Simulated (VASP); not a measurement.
# Ti (P6_3/mmc) in VASP: settings compared

Ti is run at these levels: PBEsol+D3(BJ), PBE, RPBE; tasks: single point.

Program: VASP 6.6.1. These are calculated values, not measurements. Logs are shortened: lines on timing, memory, paths and dates and some standing lists are left out, and cuts for length are marked.

## 1. The cell of the first run

The structure is hexagonal, space group P6_3/mmc (No. 194). The conventional cell has a = 2.853 Å, b = 2.853 Å, c = 4.505 Å, α = 90.00°, β = 90.00°, γ = 120.00°. Within 3.7 Å of Ti (site symmetry -6m2) lie 12 Ti at 2.79 to 2.85 Å.

## 2. Single point, PBEsol+D3(BJ)

INCAR reads:

```
ALGO = Normal
EDIFF = 1E-6
ENCUT = 520
GGA = PS
ISIF = 2
ISMEAR = -1
IVDW = 12
LASPH = T
LCHARG = T
LELF = T
LREAL = F
LVHAR = T
LWAVE = F
NBANDS = 19
NELM = 80
PREC = Accurate
SIGMA = 0.05
```

KPOINTS reads:

```
k-points
0
Gamma
  10 10 6
```

POSCAR reads:

```
Ti
1.0
    2.8532313676      0.0000000000      0.0000000000
   -1.4266156838      2.4709708472      0.0000000000
    0.0000000000      0.0000000000      4.5051374405
Ti
2
Direct
    0.6666666667      0.3333333333      0.7500000000
    0.3333333333      0.6666666667      0.2500000000
```

Potentials or basis: VASP PAW PBE potentials, release 64 (Ti_sv).

Run with:

```sh
$ cat potpaw_PBE.64/Ti_sv/POTCAR > POTCAR
$ mpirun -np 1 vasp_std > vasp.out
```

OUTCAR:

```text
EDIFF = 1E-6
   ENCUT = 520
   GGA = PS
   ISIF = 2
   ISMEAR = -1
   IVDW = 12
   LASPH = T
   LREAL = F
   NELM = 80
   PREC = Accurate
 IVDW          = 12

 ion  position               nearest neighbor table
   1  0.667  0.333  0.750-   2 2.79   2 2.79   2 2.79   2 2.79   2 2.79   2 2.79
   2  0.333  0.667  0.250-   1 2.79   1 2.79   1 2.79   1 2.79   1 2.79   1 2.79

  LATTYP: Found a hexagonal cell.
 ALAT       =     2.8532313676
 C/A-ratio  =     1.5789597337

  Lattice vectors:

 A1 = (   2.8532313676,   0.0000000000,   0.0000000000)
 A2 = (  -1.4266156838,   2.4709708472,   0.0000000000)
 A3 = (   0.0000000000,   0.0000000000,   4.5051374405)

Analysis of symmetry for initial positions (statically):
=====================================================================
 Subroutine PRICEL returns:
 Original cell was already a primitive cell.

 Routine SETGRP: Setting up the symmetry group for a
 hexagonal supercell.

 Subroutine GETGRP returns: Found 24 space group operations
 (whereof 12 operations were pure point group operations)
 out of a pool of 24 trial point group operations.

The static configuration has the point symmetry D_3d.
 The point group associated with its full space group is D_6h.

Analysis of symmetry for dynamics (positions and initial velocities):
=====================================================================
 Subroutine PRICEL returns:
 Original cell was already a primitive cell.

 Routine SETGRP: Setting up the symmetry group for a
 hexagonal supercell.

 Subroutine GETGRP returns: Found 24 space group operations
 (whereof 12 operations were pure point group operations)
 out of a pool of 24 trial point group operations.

The dynamic configuration has the point symmetry D_3d.
 The point group associated with its full space group is D_6h.

 Subroutine INISYM returns: Found 24 space group operations
 (whereof 12 operations are pure point group operations),
 and found     1 'primitive' translations

----------------------------------------------------------------------------------------

                                     Primitive cell

  volume of cell :      31.7624

  direct lattice vectors                    reciprocal lattice vectors
     2.853231368  0.000000000  0.000000000     0.350479814  0.202349615  0.000000000
    -1.426615684  2.470970847  0.000000000     0.000000000  0.404699230  0.000000000
     0.000000000  0.000000000  4.505137441     0.000000000  0.000000000  0.221968811

[... 81 lines left out ...]
   ENCUT  =  520.0 eV  38.22 Ry    6.18 a.u.   5.31  5.31  8.38*2*pi/ulx,y,z
   NELM   =     80;   NELMIN=  2; NELMDL= -5     # of ELM steps
   EDIFF  = 0.1E-05   stopping-criterion for ELM
   LREAL  =      F    real-space projection
   EDIFFG = 0.1E-04   stopping-criterion for IOM
   NSW    =      0    number of steps for IOM
   IBRION =     -1    ionic relax: 0-MD 1-quasi-New 2-CG
   NFREE  =      0    steps in history (QN), initial steepest desc. (CG)
   ISIF   =      2    stress and relaxation
   ISYM   =      2    0-nonsym 1-usesym 2-fastsym
   POTIM  = 0.5000    time-step for ionic-motion
   TEBEG  =    0.0;   TEEND  =   0.0 temperature during run
   PSTRESS=    0.0 pullay stress
   NELECT =      24.0000    total number of electrons
   NUPDOWN=      -1.0000    fix difference up-down
   EMIN   =  10.00;   EMAX   =-10.00  energy-range for DOS
   EFERMI =   0.00;   METHOD = LEGACY
   ISMEAR =    -1;   SIGMA  =   0.05  broadening in eV -4-tet -1-fermi 0-gaus
   EFERMI_NEDOS =   21; number of points for ismear=-14 and -15
   IALGO  =     38    algorithm
   IMIX   =      4    mixing-type and parameters
     AMIX     =   0.40;   BMIX     =  1.00
     AMIX_MAG =   1.60;   BMIX_MAG =  1.00
  volume/ion in A,a.u.               =      15.88       107.17
  Fermi-wavevector in a.u.,A,eV,Ry     =   1.491103  2.817776 30.251039  2.223389
  Thomas-Fermi vector in A             =   2.603801
   LORBIT       =      0    0 simple, 1 ext, 2 COOP (PROOUT), +10 PAW based schemes
   GGA     = PS    functional components
   LHFCALC =     F    Hartree Fock is set to
   AEXX    =    0.0000 exact exchange contribution
   IVDW    =    12    specifies the selected vdW correction
   LEPSILON=     F    determine dielectric tensor
   LRPA    =     F    only Hartree local field effects (RPA)
 non-spin polarized calculation
  energy-cutoff  :      520.00
  volume of cell :       31.76
 maximum number of plane-waves:       880
 NGX is ok and might be reduce to    24
   NGX = 11   NGY = 11   NGZ = 17

 number of electron      24.0000004 magnetization

 Free energy of the ion-electron system (eV)
  ---------------------------------------------------
  ext. energy  EPLUGINS =         0.00000000
  ---------------------------------------------------
  free energy    TOTEN  =       -16.65421982 eV

  energy without entropy =      -16.63625180  energy(sigma->0) =      -16.64523581

 E-fermi :   9.1809     XC(G=0): -12.0698

 val. band max:        9.1806304851   @ k =   0.4000   0.2000   0.5000
 cond. band min:       9.1999275307   @ k =   0.3000   0.2000   0.3333
 fundamental gap:      0.0192970456
 Fermi energy:         9.1809260563

 k-point     1 :       0.0000    0.0000    0.0000
  band No.  band energies     occupation
      1     -47.2974      2.00000
      2     -47.0953      2.00000
      3     -24.1090      2.00000
      4     -23.2503      2.00000
      5     -23.2502      2.00000
      6     -23.1473      2.00000
[... 505 lines left out ...]
      6     -23.4483      2.00000
[... 11 lines left out ...]
     18      13.0261      0.00000
     19      13.8510      0.00000

 [... further k-points ...]

------------------------ aborting loop because EDIFF is reached ----------------------------------------

 Edisp (eV)   -1.31321

 E8    (eV) :    -0.9189

  FORCE on cell =-STRESS in cart. coord.  units (eV):
  Direction    XX          YY          ZZ          XY          YZ          ZX
  --------------------------------------------------------------------------------------
  -------------------------------------------------------------------------------------
  Total      -0.06094    -0.06094    -0.06995     0.00000     0.00000     0.00000
  in kB      -3.07382    -3.07382    -3.52830     0.00000     0.00000     0.00000
  external pressure =       -3.23 kB  Pullay stress =        0.00 kB

 VOLUME and BASIS-vectors are now :
 -----------------------------------------------------------------------------
  energy-cutoff  :      520.00
  volume of cell :       31.76
      direct lattice vectors                 reciprocal lattice vectors
     2.853231368  0.000000000  0.000000000     0.350479814  0.202349615  0.000000000
    -1.426615684  2.470970847  0.000000000     0.000000000  0.404699230  0.000000000
     0.000000000  0.000000000  4.505137441     0.000000000  0.000000000  0.221968811

 POSITION                                       TOTAL-FORCE (eV/Angst)
 -----------------------------------------------------------------------------------
      1.42662      0.82366      3.37885         0.000000     -0.000000      0.000000
     -0.00000      1.64731      1.12628        -0.000000      0.000000      0.000000
 -----------------------------------------------------------------------------------
    total drift:                               -0.000000      0.000000     -0.000000

  FREE ENERGIE OF THE ION-ELECTRON SYSTEM (eV)
  ---------------------------------------------------
  free  energy   TOTEN  =       -17.9674303729 eV

  energy  without entropy=      -17.9494623541  energy(sigma->0) =      -17.95844636
```

OSZICAR:

```text
N       E                     dE             d eps       ncg     rms          rms(c)
DAV:   1     0.259476671429E+03    0.25948E+03   -0.12911E+04  2136   0.160E+03
DAV:   2     0.107590487738E+02   -0.24872E+03   -0.24484E+03  2205   0.440E+02
DAV:   3    -0.176493489713E+02   -0.28408E+02   -0.28067E+02  3963   0.124E+02
DAV:   4    -0.186581841853E+02   -0.10088E+01   -0.10082E+01  2404   0.245E+01
DAV:   5    -0.187038573776E+02   -0.45673E-01   -0.45669E-01  3173   0.368E+00    0.136E+01
DAV:   6    -0.166532926620E+02    0.20506E+01   -0.69032E+00  2471   0.274E+01    0.358E+00
DAV:   7    -0.166292865568E+02    0.24006E-01   -0.80437E-01  3196   0.678E+00    0.217E+00
DAV:   8    -0.166634098399E+02   -0.34123E-01   -0.24459E-01  2299   0.574E+00    0.851E-01
DAV:   9    -0.166535531574E+02    0.98567E-02   -0.51951E-02  2372   0.248E+00    0.870E-02
DAV:  10    -0.166542090894E+02   -0.65593E-03   -0.44369E-03  3024   0.380E-01    0.901E-02
DAV:  11    -0.166542333316E+02   -0.24242E-04   -0.12066E-04  2652   0.891E-02    0.478E-02
DAV:  12    -0.166542201264E+02    0.13205E-04   -0.61587E-05  2302   0.731E-02    0.248E-03
DAV:  13    -0.166542198218E+02    0.30464E-06   -0.15646E-06  1695   0.119E-02
   1 F= -.17967430E+02 E0= -.17958446E+02  d E =-.179680E-01
```

stdout:

```text
POSCAR found type information on POSCAR Ti
 POSCAR found :  1 types and       2 ions
 scaLAPACK will be used
 -----------------------------------------------------------------------------
|                                                                             |
|                                                                             |
|     You enforced a specific xc type in the INCAR file but a different       |
|     I HOPE YOU KNOW WHAT YOU ARE DOING!                                     |
|                                                                             |
 -----------------------------------------------------------------------------

 LDA part: xc-table for (Slater+PW92), standard interpolation
 POSCAR, INCAR and KPOINTS ok, starting setup
 FFT: planning ... GRIDC
 FFT: planning ... GRID_SOFT
 FFT: planning ... GRID
 WAVECAR not read
 entering main loop
```

It took 19 s on 1 thread of Intel Xeon Platinum 8375C at 2.90GHz (Ice Lake), shared host; peak memory 0.18 GiB.

What came out:

| Item | Value |
| --- | --- |
| Free energy | -17.9674 eV |
| Pressure | -0.3 GPa |
| Band gap on the k mesh | zero (bands 12 and 13 overlap by 0.99 eV) |
| Dispersion energy per atom | -0.657 eV |

Levels at points of the mesh, in eV from the Fermi level:
| k point | band 8 | band 9 | band 10 | band 11 | band 12 | band 13 | band 14 | band 15 | band 16 | band 17 |
| --- | --- | --- | --- | --- | --- | --- | --- | --- | --- | --- |
| (0.00, 0.00, 0.00) | -32.30 | -6.41 | -2.92 | 0.82 | 0.82 | 0.99 | 1.09 | 1.40 | 1.40 | 1.77 |
| (0.50, 0.00, 0.00) | -32.39 | -2.46 | -2.44 | -2.09 | -0.52 | 0.47 | 0.73 | 1.33 | 3.75 | 4.02 |
| (0.00, 0.00, 0.50) | -32.36 | -4.42 | -4.42 | 0.11 | 0.11 | 0.71 | 0.71 | 0.71 | 0.71 | 3.13 |
| (0.50, 0.00, 0.50) | -32.51 | -2.80 | -2.80 | -0.92 | -0.92 | 1.60 | 1.60 | 1.90 | 1.90 | 3.91 |

Caveat: the PAW data sets were made with another functional, which shifts forces and pressure a little.

## 3. Single point, PBE

This run uses another cell than the first one, of 17.64 Å³/atom.

INCAR reads:

```
  PREC = Accurate
  ENCUT = 520
  EDIFF = 1E-6
  ISMEAR = 0
  SIGMA = 0.028000000000000004
  LREAL = F
  LASPH = T
  NELM = 80
  ALGO = Normal
  ISIF = 2
  LWAVE = F
  LCHARG = F
  GGA = PE
  NBANDS = 19
```

KPOINTS reads:

```
regular mesh
0
Gamma
  10 10 6
```

POSCAR reads:

```
Ti
1.0
    2.9500000000      0.0000000000      0.0000000000
   -1.4750000000      2.5547749412      0.0000000000
    0.0000000000      0.0000000000      4.6800000000
Ti
2
Direct
    0.6666666667      0.3333333333      0.7500000000
    0.3333333333      0.6666666667      0.2500000000
```

Potentials or basis: VASP PAW PBE potentials, release 64 (Ti_sv).

Run with:

```sh
$ cat potpaw_PBE.64/Ti_sv/POTCAR > POTCAR
$ mpirun -np 1 vasp_std > vasp.out
```

Run time: 18 s. Hardware: 1 thread of Intel Xeon Platinum 8375C at 2.90GHz (Ice Lake), shared host; peak memory 0.17 GiB.

The run converged. Its results:

```yaml
Free_energy: -15.6657 eV
Pressure: -1.7 GPa
Band_gap_on_the_k_mesh: zero (bands 12 and 13 overlap by 1.00 eV)
```

Stress tensor (GPa, compression positive):
```
-1.58  0.00  0.00
 0.00 -1.58  0.00
 0.00  0.00 -1.84
```

Levels at points of the mesh, in eV from the Fermi level:
```
           k point  band 9  band 10  band 11  band 12  band 13  band 14  band 15  band 16
(0.00, 0.00, 0.00)   -6.15    -2.63     0.74     0.78     0.78     0.88     1.27     1.27
(0.50, 0.00, 0.00)   -2.31    -2.09    -1.79    -0.62     0.50     0.63     1.16     3.30
(0.00, 0.00, 0.50)   -4.32    -4.32     0.09     0.09     0.69     0.69     0.69     0.69
(0.50, 0.00, 0.50)   -2.48    -2.48    -0.78    -0.78     1.31     1.31     1.72     1.72
```

## 4. Single point, RPBE

This run uses another cell than the first one, of 17.90 Å³/atom.

INCAR reads:

```
SYSTEM = Ti
PREC = Accurate ; ENCUT = 520
EDIFF = 1E-6 ; ISMEAR = -1
SIGMA = 0.05 ; LREAL = .FALSE.
LASPH = .TRUE. ; NELM = 80
ALGO = Normal ; ISIF = 2
LWAVE = .FALSE. ; LCHARG = .FALSE.
GGA = RP ; NBANDS = 19
```

KPOINTS reads:

```
Automatic mesh
0
G
  10 10 6
  0 0 0
```

POSCAR reads:

```
Ti
1.0
    2.9675740720      0.0000000000      0.0000000000
   -1.4837870360      2.5699945340      0.0000000000
    0.0000000000      0.0000000000      4.6951804522
Ti
2
Direct
    0.6666666667      0.3333333333      0.7500000000
    0.3333333333      0.6666666667      0.2500000000
```

Potentials or basis: VASP PAW PBE potentials, release 64 (Ti_sv).

Run with:

```sh
$ cat potpaw_PBE.64/Ti_sv/POTCAR > POTCAR
$ mpirun -np 1 vasp_std > vasp.out
```

OUTCAR:

```text
SYSTEM = Ti
   PREC = Accurate
   ENCUT = 520
   EDIFF = 1E-6
   ISMEAR = -1
   LREAL = .FALSE.
   LASPH = .TRUE.
   NELM = 80
   ISIF = 2
   GGA = RP

 ion  position               nearest neighbor table
   1  0.667  0.333  0.750-   2 2.91   2 2.91   2 2.91   2 2.91   2 2.91   2 2.91
   2  0.333  0.667  0.250-   1 2.91   1 2.91   1 2.91   1 2.91   1 2.91   1 2.91

  LATTYP: Found a hexagonal cell.
 ALAT       =     2.9675740720
 C/A-ratio  =     1.5821611654

  Lattice vectors:
[... 191 lines left out ...]
      2     -48.8053      2.00000
      3     -25.4069      2.00000
      4     -24.8265      2.00000
      5     -24.8265      2.00000
      6     -24.7701      2.00000
[... 505 lines left out ...]
      6     -24.9587      2.00000
[... 11 lines left out ...]
     18      11.4214      0.00000
     19      12.1009      0.00000

 [... further k-points ...]
[... 5 lines left out ...]
  --------------------------------------------------------------------------------------
  -------------------------------------------------------------------------------------
  Total       -0.0486672     -0.0486672     -0.0542652     -0.0000000     -0.0000000      0.0000000
  in kB       -2.1775135     -2.1775135     -2.4279831     -0.0000000     -0.0000000      0.0000000
  external PRESSURE =      -2.2610034 kB  Pullay stress =       0.0000000 kB

 VOLUME and BASIS-vectors are now :
 -----------------------------------------------------------------------------
  energy-cutoff  :      520.00
  volume of cell :       35.81
      direct lattice vectors                 reciprocal lattice vectors
     2.967574072  0.000000000  0.000000000     0.336975582  0.194552943  0.000000000
    -1.483787036  2.569994534  0.000000000     0.000000000  0.389105886  0.000000000
     0.000000000  0.000000000  4.695180452     0.000000000  0.000000000  0.212984359

 POSITION                                       TOTAL-FORCE (eV/Angst)
 -----------------------------------------------------------------------------------
      1.48379      0.85666      3.52139        -0.000000      0.000000      0.000000
     -0.00000      1.71333      1.17380         0.000000     -0.000000      0.000000
 -----------------------------------------------------------------------------------
    total drift:                                0.000000     -0.000000      0.000000

  FREE ENERGIE OF THE ION-ELECTRON SYSTEM (eV)
  ---------------------------------------------------
  free  energy   TOTEN  =       -14.8853505355 eV

  energy  without entropy=      -14.8661460702  energy(sigma->0) =      -14.87574830
```

It took 20 s on 1 thread of Intel Xeon Platinum 8375C at 2.90GHz (Ice Lake), shared host; peak memory 0.17 GiB.

Results:

| Quantity | Value |
| --- | --- |
| Free energy | -14.8854 eV |
| Pressure | -0.2 GPa |
| Band gap on the k mesh | zero (bands 12 and 13 overlap by 1.02 eV) |

Caveat: the PAW data sets were made with another functional, which shifts forces and pressure a little.

## 5. Summary

| level | cell | smearing | gap on the mesh (eV) | pressure (GPa) |
| --- | --- | --- | --- | --- |
| PBEsol+D3(BJ) | a = 2.853, b = 2.853, c = 4.505 Å, angles 90.0, 90.0, 120.0°, 2 atoms | fermi-dirac 0.05 eV | none | -0.3 |
| PBE | a = 2.950, b = 2.950, c = 4.680 Å, angles 90.0, 90.0, 120.0°, 2 atoms | gaussian 0.028 eV | none | -1.7 |
| RPBE | a = 2.968, b = 2.968, c = 4.695 Å, angles 90.0, 90.0, 120.0°, 2 atoms | fermi-dirac 0.05 eV | none | -0.2 |

Alike in all rows: task single point; potentials or basis VASP PAW PBE potentials, release 64 (Ti_sv); no spin polarisation; k mesh 10 × 10 × 6; cutoff (eV) 520.

Caveats: the PAW data sets were made with another functional, which shifts forces and pressure a little (at least some runs).

Absolute energies hang on the potentials; compare differences alone.
